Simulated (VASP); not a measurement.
Runs of VASP 6.6.1 on SrO. The structure is that of space group F-43m (No. 216), or close to it. The cells are those of the table. 

```csv
cell,gap on the mesh (eV),pressure (GPa)
"a = 4.014 Å, angles 60.0°, 2 atoms",2.40,-1.6
"a = 3.813 Å, angles 60.0°, 2 atoms",2.80,10.0
"a = 3.882 Å, angles 60.0°, 2 atoms",(a),(b)
"a = 4.076 Å, angles 60.0°, 2 atoms",2.28,-3.9
"a = 3.949 Å, angles 60.0°, 2 atoms",2.53,1.3
```

Alike in all rows: task single point; level PBE; potentials or basis VASP PAW PBE potentials, release 64 (Sr_sv, O); no spin polarisation; k mesh 4 × 4 × 4; cutoff (eV) 600; smearing gaussian 0.01 eV.

**Question.** Estimate the missing entries.

**Answer.** (a) 2.66; (b) 5.1.

Caveats: all runs use coarse meshes.

A k mesh can miss the band edges, and the runs leave out spin-orbit coupling on Sr.
